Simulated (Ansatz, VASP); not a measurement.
## One calculation of ZrC, two programs

```
Zr C
1.0
     0.00000    2.16219    2.35021
     2.16219    0.00000    2.35021
     2.16219    2.16219    0.00000
Zr C
1 1
Direct
  0.50000 0.50000 0.50000
  0.00000 0.00000 0.00000
```

Change from the starting cell: strain -0.080 along x and y, +0.000 along z, atoms carried along.

Alike in both runs: task single point; functional PBE; k mesh 18 × 18 × 18; occupations gaussian, width 0.15 eV; no spin polarisation.

|  | VASP | Ansatz |
| --- | --- | --- |
| version | VASP 6.6.1 | Ansatz 0.2.0 |
| potentials or method | VASP PAW PBE potentials, release 64 (Zr_sv, C), cutoff 520 eV | scalar-relativistic, plane waves, PAW |
| valence electrons in the cell | 16 | 16 |

|  | VASP | Ansatz | Ansatz less VASP |
| --- | --- | --- | --- |
| gap on the k mesh at the Fermi level (eV) | none | none | - |
| pressure (GPa) | 58.2 | 57.8 | -0.34 |
| traceless stress, the component that is largest in VASP (GPa) | -36.67 | -36.57 | +0.092 |

A gap of «none» marks a metal or a gap that the smearing closes. Both programs put the cell under a high pressure, so it lies far from rest at this level.
